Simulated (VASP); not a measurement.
Input of a VASP 6.6.1 run:

The input INCAR:

```
SYSTEM = LaAl2BRu2
  PREC = Accurate
  ENCUT = 520
  EDIFF = 1E-6
  ISMEAR = 1
  SIGMA = 0.05
  LREAL = .FALSE.
  LASPH = .TRUE.
  NELM = 60
  ALGO = Normal
  ISIF = 2
  LWAVE = .FALSE.
  LCHARG = .TRUE.
  GGA = PS
  LELF = .TRUE.
  LVHAR = .TRUE.
  NBANDS = 33
```

KPOINTS

```
regular mesh
0
G
  6 6 4
  0 0 0
```

POSCAR

```
LaAl2BRu2
1.0
    4.1024904864      0.0000000000      0.0000000000
    0.0000000000      4.1024904864      0.0000000000
    0.0000000000      0.0000000000      5.5160739557
La Al B Ru
1 2 1 2
Direct
    0.0000000000      0.0000000000      0.5000000000
    0.5000000000      0.5000000000      0.2537000000
    0.5000000000      0.5000000000      0.7463000000
    0.0000000000      0.0000000000      0.0000000000
    0.0000000000      0.5000000000      0.0000000000
    0.5000000000      0.0000000000      0.0000000000
```

Potentials or basis: VASP PAW PBE potentials, release 64 (La, Al, B, Ru_pv).

Run with:

```console
$ cat potpaw_PBE.64/La/POTCAR potpaw_PBE.64/Al/POTCAR potpaw_PBE.64/B/POTCAR potpaw_PBE.64/Ru_pv/POTCAR > POTCAR
$ mpirun -np 1 vasp_std > vasp.out
```

(1) Predict the pressure.

(2) Predict the largest force.

Answers

(1) 10.5 GPa.

(2) 0.431 eV/Å.

Caveat: the cell stands under pressure; the PAW data sets were made with another functional, which shifts forces and pressure a little.
